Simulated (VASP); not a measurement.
# AlCu3 (P4mm) in VASP: notebook

The runs below take AlCu3 through single point, with PBEsol.

Everything below comes from runs of VASP 6.6.1. Logs are shortened: lines on timing, memory, paths and dates and some standing lists are left out, and cuts for length are marked.

### Step 1. The cell of the first run

It takes space group P4mm (No. 99, tetragonal). The conventional cell has a = 3.632 Å, b = 3.632 Å, c = 3.632 Å, α = 90.00°, β = 90.00°, γ = 90.00°. Within 3.4 Å of Al (site symmetry 4mm) lie 12 Cu at 2.54 to 2.59 Å. Within 3.2 Å of Cu (site symmetry 2mm) lie 8 Cu at 2.46 to 2.69 Å and 4 Al at 2.54 to 2.59 Å. Cu (site symmetry 4mm) has 8 Cu at 2.46 to 2.69 Å and 4 Al at 2.58 Å within 3.2 Å.

### Step 2. Single point, PBEsol (atoms displaced along a vibrational mode)

Contents of INCAR:

```
SYSTEM = AlCu3
PREC = Accurate ; ENCUT = 520
EDIFF = 1E-6 ; ISMEAR = 0
SIGMA = 0.15 ; LREAL = .FALSE.
LASPH = .TRUE. ; NELM = 80
ALGO = Fast ; ISIF = 2
LWAVE = .FALSE. ; LCHARG = .TRUE.
GGA = PS ; LELF = .TRUE.
LVHAR = .TRUE. ; NBANDS = 26
```

Contents of KPOINTS:

```
Automatic mesh
0
G
  14 14 14
  0 0 0
```

Contents of POSCAR:

```
AlCu3
1.0
    3.6318704092      0.0000000000      0.0000000000
    0.0000000000      3.6318704092      0.0000000000
    0.0000000000      0.0000000000      3.6318704092
Al Cu
1 3
Direct
   -0.0217942583      0.0000000000      0.0000000000
    0.4881064918      0.5000000000      0.0000000000
    0.4881064918      0.0000000000      0.5000000000
    0.0330408265      0.5000000000      0.5000000000
```

Potentials or basis: VASP PAW PBE potentials, release 64 (Al, Cu).

Launch:

```sh
$ cat potpaw_PBE.64/Al/POTCAR potpaw_PBE.64/Cu/POTCAR > POTCAR
$ mpirun -np 1 vasp_std > vasp.out
```

OUTCAR:

```text
SYSTEM = AlCu3
   PREC = Accurate
   ENCUT = 520
   EDIFF = 1E-6
   ISMEAR = 0
   LREAL = .FALSE.
   LASPH = .TRUE.
   NELM = 80
   ISIF = 2
   GGA = PS

 ion  position               nearest neighbor table
   1  0.978  0.000  0.000-   2 2.54   3 2.54   3 2.54   2 2.54   4 2.58   4 2.58   4 2.58   4 2.58
                             2 2.59   3 2.59   3 2.59   2 2.59
   2  0.488  0.500  0.000-   4 2.46   4 2.46   1 2.54   1 2.54   3 2.57   3 2.57   3 2.57   3 2.57
                             1 2.59   1 2.59   4 2.69   4 2.69
   3  0.488  0.000  0.500-   4 2.46   4 2.46   1 2.54   1 2.54   2 2.57   2 2.57   2 2.57   2 2.57
                             1 2.59   1 2.59   4 2.69   4 2.69
   4  0.033  0.500  0.500-   2 2.46   3 2.46   2 2.46   3 2.46   1 2.58   1 2.58   1 2.58   1 2.58
                             2 2.69   3 2.69   2 2.69   3 2.69

  LATTYP: Found a simple cubic cell.
 ALAT       =     3.6318704092

  Lattice vectors:

 A1 = (   3.6318704092,   0.0000000000,   0.0000000000)
 A2 = (   0.0000000000,   3.6318704092,   0.0000000000)
 A3 = (   0.0000000000,   0.0000000000,   3.6318704092)

Analysis of symmetry for initial positions (statically):
=====================================================================
 Subroutine PRICEL returns:
 Original cell was already a primitive cell.

 Routine SETGRP: Setting up the symmetry group for a
 simple cubic supercell.

 Subroutine GETGRP returns: Found  8 space group operations
 (whereof  8 operations were pure point group operations)
 out of a pool of 48 trial point group operations.

The static configuration has the point symmetry C_4v.

Analysis of symmetry for dynamics (positions and initial velocities):
=====================================================================
 Subroutine PRICEL returns:
 Original cell was already a primitive cell.

 Routine SETGRP: Setting up the symmetry group for a
 simple cubic supercell.

 Subroutine GETGRP returns: Found  8 space group operations
 (whereof  8 operations were pure point group operations)
 out of a pool of 48 trial point group operations.

The dynamic configuration has the point symmetry C_4v.

 Subroutine INISYM returns: Found  8 space group operations
 (whereof  8 operations are pure point group operations),
 and found     1 'primitive' translations

----------------------------------------------------------------------------------------

                                     Primitive cell

  volume of cell :      47.9061

  direct lattice vectors                    reciprocal lattice vectors
     3.631870409  0.000000000  0.000000000     0.275340221  0.000000000  0.000000000
     0.000000000  3.631870409  0.000000000     0.000000000  0.275340221  0.000000000
     0.000000000  0.000000000  3.631870409     0.000000000  0.000000000  0.275340221

  length of vectors
     3.631870409  3.631870409  3.631870409     0.275340221  0.275340221  0.275340221

  position of ions in fractional coordinates (direct lattice)
     0.978205742  0.000000000  0.000000000
     0.488106492  0.500000000  0.000000000
     0.488106492  0.000000000  0.500000000
     0.033040826  0.500000000  0.500000000

  ion indices of the primitive-cell ions
   primitive index   ion index
                 1           1
                 2           2
                 3           3
                 4           4

----------------------------------------------------------------------------------------

 KPOINTS: Automatic mesh

Automatic generation of k-mesh.
 Grid dimensions read from file:
 generate k-points for:   14   14   14

 Generating k-lattice:

  Cartesian coordinates                     Fractional coordinates (reciprocal lattice)
     0.019667159  0.000000000  0.000000000     0.071428571  0.000000000  0.000000000
     0.000000000  0.019667159  0.000000000     0.000000000  0.071428571  0.000000000
     0.000000000  0.000000000  0.019667159     0.000000000  0.000000000  0.071428571

  Length of vectors
     0.019667159  0.019667159  0.019667159

  Shift w.r.t. Gamma in fractional coordinates (k-lattice)
     0.000000000  0.000000000  0.000000000

 Subroutine IBZKPT returns following result:
 ===========================================

 Found    288 irreducible k-points:

 Following reciprocal coordinates:
            Coordinates               Weight
  0.000000  0.000000  0.000000      1.000000
  0.071429  0.000000  0.000000      2.000000
  0.000000  0.071429  0.000000      4.000000
  0.142857  0.000000  0.000000      2.000000
  0.000000  0.142857  0.000000      4.000000
  0.214286  0.000000  0.000000      2.000000
[... 16 lines left out ...]
  0.071429  0.000000  0.214286      8.000000
  0.285714  0.071429  0.000000      8.000000
 [... further k-points ...]
   k-points           NKPTS =    288   k-points in BZ     NKDIM =    288   number of bands    NBANDS=     26
   number of dos      NEDOS =    301   number of ions     NIONS =      4
   total plane-waves  NPLWV =  21952
   dimension x,y,z NGX =    28 NGY =   28 NGZ =   28
   dimension x,y,z NGXF=    56 NGYF=   56 NGZF=   56
   ions per type =               1   3
   NGX,Y,Z   is equivalent  to a cutoff of  12.82, 12.82, 12.82 a.u.
   NGXF,Y,Z  is equivalent  to a cutoff of  25.63, 25.63, 25.63 a.u.
 SYSTEM =  AlCu3
   PREC   = accura    normal or accurate (medium, high low for compatibility)
   ISTART =      0    job   : 0-new  1-cont  2-samecut
   ICHARG =      2    charge: 1-file 2-atom 10-const
   ISPIN  =      1    spin polarized calculation?
   LNONCOLLINEAR =      F non collinear calculations
   LSORBIT =      F    spin-orbit coupling
   LASPH  =      T    aspherical Exc in radial PAW
   ENCUT  =  520.0 eV  38.22 Ry    6.18 a.u.   6.75  6.75  6.75*2*pi/ulx,y,z
   NELM   =     80;   NELMIN=  2; NELMDL= -5     # of ELM steps
   EDIFF  = 0.1E-05   stopping-criterion for ELM
   LREAL  =      F    real-space projection
   EDIFFG = 0.1E-04   stopping-criterion for IOM
   NSW    =      0    number of steps for IOM
   IBRION =     -1    ionic relax: 0-MD 1-quasi-New 2-CG
   NFREE  =      0    steps in history (QN), initial steepest desc. (CG)
   ISIF   =      2    stress and relaxation
   ISYM   =      2    0-nonsym 1-usesym 2-fastsym
   POTIM  = 0.5000    time-step for ionic-motion
   TEBEG  =    0.0;   TEEND  =   0.0 temperature during run
   PSTRESS=    0.0 pullay stress
   NELECT =      36.0000    total number of electrons
   NUPDOWN=      -1.0000    fix difference up-down
   EMIN   =  10.00;   EMAX   =-10.00  energy-range for DOS
   EFERMI =   0.00;   METHOD = LEGACY
   ISMEAR =     0;   SIGMA  =   0.15  broadening in eV -4-tet -1-fermi 0-gaus
   EFERMI_NEDOS =   21; number of points for ismear=-14 and -15
   IALGO  =     68    algorithm
   IMIX   =      4    mixing-type and parameters
     AMIX     =   0.40;   BMIX     =  1.00
     AMIX_MAG =   1.60;   BMIX_MAG =  1.00
  volume/ion in A,a.u.               =      11.98        80.82
  Fermi-wavevector in a.u.,A,eV,Ry     =   1.488374  2.812618 30.140391  2.215256
  Thomas-Fermi vector in A             =   2.601416
   LORBIT       =      0    0 simple, 1 ext, 2 COOP (PROOUT), +10 PAW based schemes
   GGA     = PS    functional components
   LHFCALC =     F    Hartree Fock is set to
   AEXX    =    0.0000 exact exchange contribution
   IVDW    =     0    specifies the selected vdW correction
   LEPSILON=     F    determine dielectric tensor
   LRPA    =     F    only Hartree local field effects (RPA)
 non-spin polarized calculation
 RMM-DIIS sequential band-by-band and
 Gauss-broadening in eV      SIGMA  =   0.15
  energy-cutoff  :      520.00
  volume of cell :       47.91
 maximum number of plane-waves:      1328
 NGX is ok and might be reduce to    28
   NGX = 13   NGY = 13   NGZ = 13

 number of electron      35.9999986 magnetization

 Free energy of the ion-electron system (eV)
  ---------------------------------------------------
  ext. energy  EPLUGINS =         0.00000000
  ---------------------------------------------------
  free energy    TOTEN  =       -17.68317244 eV

  energy without entropy =      -17.66935868  energy(sigma->0) =      -17.67626556

 E-fermi :   8.6459     XC(G=0): -12.4972

 val. band max:        8.6447811501   @ k =   0.0714   0.5000   0.2857
 cond. band min:       8.6465911755   @ k =   0.0000   0.5000   0.2857
 fundamental gap:      0.0018100254
 Fermi energy:         8.6458765455

 k-point     1 :       0.0000    0.0000    0.0000
  band No.  band energies     occupation
      1      -2.0921      2.00000
      2       3.1708      2.00000
      3       3.7595      2.00000
      4       3.7606      2.00000
      5       4.0071      2.00000
      6       4.0264      2.00000
[... 18 lines left out ...]
     25      19.3465      0.00000
     26      20.4819      0.00000

 k-point     2 :       0.0714    0.0000    0.0000
  band No.  band energies     occupation
      1      -2.0325      2.00000
      2       3.1871      2.00000
      3       3.7341      2.00000
      4       3.7921      2.00000
      5       4.0184      2.00000
      6       4.0346      2.00000
[... 18 lines left out ...]
     25      19.1234      0.00000
     26      20.0878      0.00000

 k-point     3 :       0.0000    0.0714    0.0000
  band No.  band energies     occupation
      1      -2.0325      2.00000
      2       3.1877      2.00000
      3       3.7350      2.00000
      4       3.7911      2.00000
      5       4.0146      2.00000
      6       4.0361      2.00000
[... 18 lines left out ...]
     25      18.9885      0.00000
     26      19.9890      0.00000

 k-point     4 :       0.1429    0.0000    0.0000
  band No.  band energies     occupation
      1      -1.8546      2.00000
      2       3.2188      2.00000
      3       3.6554      2.00000
      4       3.8837      2.00000
      5       4.0509      2.00000
      6       4.0583      2.00000
[... 18 lines left out ...]
     25      18.5823      0.00000
     26      20.0470      0.00000

 k-point     5 :       0.0000    0.1429    0.0000
  band No.  band energies     occupation
      1      -1.8545      2.00000
      2       3.2210      2.00000
      3       3.6571      2.00000
      4       3.8819      2.00000
      5       4.0380      2.00000
      6       4.0643      2.00000
[... 18 lines left out ...]
     25      18.4394      0.00000
     26      19.3070      0.00000

 k-point     6 :       0.2143    0.0000    0.0000
  band No.  band energies     occupation
      1      -1.5607      2.00000
      2       3.1553      2.00000
      3       3.5736      2.00000
      4       4.0265      2.00000
      5       4.0956      2.00000
      6       4.0956      2.00000
[... 427 lines left out ...]
 k-point    21 :       0.2143    0.0714    0.0000
  band No.  band energies     occupation
      1      -1.5024      2.00000
      2       3.1843      2.00000
      3       3.5862      2.00000
      4       4.0132      2.00000
      5       4.0642      2.00000
      6       4.1004      2.00000
[... 18 lines left out ...]
     25      18.2463      0.00000
     26      19.1627      0.00000

 k-point    22 :       0.0000    0.2143    0.0714
  band No.  band energies     occupation
      1      -1.5022      2.00000
      2       3.1874      2.00000
      3       3.5912      2.00000
      4       4.0056      2.00000
      5       4.0737      2.00000
      6       4.0941      2.00000
[... 18 lines left out ...]
     25      18.1002      0.00000
     26      19.0324      0.00000

 k-point    23 :       0.0714    0.0000    0.2143
  band No.  band energies     occupation
      1      -1.5022      2.00000
      2       3.1871      2.00000
      3       3.5911      2.00000
      4       4.0089      2.00000
      5       4.0608      2.00000
      6       4.1128      2.00000
[... 18 lines left out ...]
     25      18.1181      0.00000
     26      19.0903      0.00000

 k-point    24 :       0.2857    0.0714    0.0000
  band No.  band energies     occupation
      1      -1.0985      2.00000
      2       2.8268      2.00000
      3       3.6309      2.00000
      4       4.1087      2.00000
      5       4.1272      2.00000
      6       4.2041      2.00000
[... 18 lines left out ...]
     25      18.1666      0.00000
     26      18.6715      0.00000

 [... further k-points ...]
[... 5 lines left out ...]
  --------------------------------------------------------------------------------------
  -------------------------------------------------------------------------------------
  Total        0.5695921      0.5513751      0.5513751      0.0000000     -0.0000000      0.0000000
  in kB       19.0494973     18.4402461     18.4402461      0.0000000     -0.0000000      0.0000000
  external PRESSURE =      18.6433298 kB  Pullay stress =       0.0000000 kB

 VOLUME and BASIS-vectors are now :
 -----------------------------------------------------------------------------
  energy-cutoff  :      520.00
  volume of cell :       47.91
      direct lattice vectors                 reciprocal lattice vectors
     3.631870409  0.000000000  0.000000000     0.275340221  0.000000000  0.000000000
     0.000000000  3.631870409  0.000000000     0.000000000  0.275340221  0.000000000
     0.000000000  0.000000000  3.631870409     0.000000000  0.000000000  0.275340221

 POSITION                                       TOTAL-FORCE (eV/Angst)
 -----------------------------------------------------------------------------------
      3.55272      0.00000      0.00000         0.311522      0.000000     -0.000000
      1.77274      1.81594      0.00000         0.407344      0.000000      0.000000
      1.77274      0.00000      1.81594         0.407344     -0.000000      0.000000
      0.12000      1.81594      1.81594        -1.126210      0.000000     -0.000000
 -----------------------------------------------------------------------------------
    total drift:                               -0.000201     -0.000000      0.000013

  FREE ENERGIE OF THE ION-ELECTRON SYSTEM (eV)
  ---------------------------------------------------
  free  energy   TOTEN  =       -17.6831724418 eV

  energy  without entropy=      -17.6693586795  energy(sigma->0) =      -17.67626556
```

Wall time 10 min (1 thread of AMD EPYC 7R13, shared host); peak memory 0.39 GiB.

What came out:

```
Free energy            : -17.6832 eV
Pressure               : 1.9 GPa
Largest force          : 1.126 eV/Å
Band gap on the k mesh : zero (bands 18 and 19 overlap by 5.52 eV)
```

Forces on the atoms (eV/Å):
```
Al   0.312  0.000  0.000
Cu   0.407  0.000  0.000
Cu   0.407  0.000  0.000
Cu  -1.126  0.000  0.000
```

Caveat: the cell differs from its parent crystal (atoms displaced along a vibrational mode); the PAW data sets were made with another functional, which shifts forces and pressure a little.

### Step 3. Single point, PBEsol (atoms displaced along a vibrational mode)

Contents of INCAR:

```
ALGO = Fast ; EDIFF = 1E-7
ENCUT = 520 ; GGA = PS
ISIF = 2 ; ISMEAR = 0
LASPH = T ; LCHARG = F
LREAL = F ; LWAVE = F
NBANDS = 26 ; NELM = 100
PREC = Accurate ; SIGMA = 0.15
```

Contents of KPOINTS:

```
k-points
0
Gamma
  14 14 14
```

Contents of POSCAR:

```
AlCu3
1.0
    3.6318704092      0.0000000000      0.0000000000
    0.0000000000      3.6318704092      0.0000000000
    0.0000000000      0.0000000000      3.6318704092
Al Cu
1 3
Direct
    0.0163456937      0.0000000000      0.0000000000
    0.5089201311      0.5000000000      0.0000000000
    0.5089201311      0.0000000000      0.5000000000
   -0.0247806199      0.5000000000      0.5000000000
```

Potentials or basis: VASP PAW PBE potentials, release 64 (Al, Cu).

Launch:

```sh
$ cat potpaw_PBE.64/Al/POTCAR potpaw_PBE.64/Cu/POTCAR > POTCAR
$ mpirun -np 1 vasp_std > vasp.out
```

It took 14 min on 1 thread of AMD EPYC 7R13, shared host; peak memory 0.39 GiB.

Results (log left out):

* Free energy: -17.7257 eV
* Pressure: 1.2 GPa
* Largest force: 0.838 eV/Å
* Band gap on the k mesh: zero (bands 18 and 19 overlap by 5.57 eV)

Forces in eV/Å, atoms in the order of the input:
```
Al  -0.234  0.000  0.000
Cu  -0.302  0.000  0.000
Cu  -0.302  0.000  0.000
Cu   0.838  0.000  0.000
```

Levels at points of the mesh, in eV from the Fermi level:
```tsv
k point	band 14	band 15	band 16	band 17	band 18	band 19	band 20	band 21	band 22	band 23
(0.00, 0.00, 0.00)	-2.09	-2.09	-2.09	-0.31	-0.31	-0.25	4.35	4.39	5.09	10.55
(0.50, 0.00, 0.00)	-2.89	-2.89	-2.51	-2.09	3.68	3.68	4.01	4.01	4.76	5.93
(0.00, 0.50, 0.00)	-2.89	-2.88	-2.51	-2.08	3.72	3.79	3.90	3.92	4.83	5.96
(0.50, 0.50, 0.00)	-2.90	-2.86	-2.77	-2.39	-1.22	-1.22	6.28	6.45	6.52	7.01
(0.00, 0.50, 0.50)	-2.92	-2.88	-2.71	-2.36	-1.23	-1.23	6.36	6.36	6.38	6.99
(0.50, 0.50, 0.50)	-2.99	-2.78	-2.24	-2.24	-2.24	-1.48	1.32	1.74	1.74	1.75
```

Caveat: the cell differs from its parent crystal (atoms displaced along a vibrational mode); the PAW data sets were made with another functional, which shifts forces and pressure a little.
